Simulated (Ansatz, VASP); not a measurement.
## Two plane-wave programs on SnPb3S4

```
CELL_PARAMETERS angstrom
4.22224 -5.97146 0.00000
4.22224 5.97146 0.00000
0.00000 0.00000 4.22276
ATOMIC_POSITIONS crystal
Sn 0.00000 0.00000 0.50000
Pb 0.00000 0.50000 0.00000
Pb 0.50000 0.50000 0.50000
Pb 0.50000 0.00000 0.00000
S 0.75534 0.75534 0.00000
S 0.75272 0.24728 0.50000
S 0.24728 0.75272 0.50000
S 0.24466 0.24466 0.00000
```

Alike in both runs: functional PBE; k mesh 6 × 6 × 8; occupations gaussian, width 0.01 eV; no spin polarisation.

Ansatz relaxed the structure, and its values are those at the end. VASP's run is a single point on that final structure, the one shown.

|  | VASP | Ansatz |
| --- | --- | --- |
| version | VASP 6.6.1 | Ansatz 0.2.0 |
| potentials or method | VASP PAW PBE potentials, release 64 (Sn_d, Pb_d, S), cutoff 520 eV | scalar-relativistic, plane waves, PAW |
| valence electrons in the cell | 80 | 80 |

```csv
,VASP,Ansatz,Ansatz less VASP
gap on the k mesh at the Fermi level (eV),0.04,0.04,-0.003
least direct gap on the mesh (eV),0.04,0.04,-0.003
pressure (GPa),-0.1,0.0,+0.07
```

Neither program's run includes spin-orbit coupling.
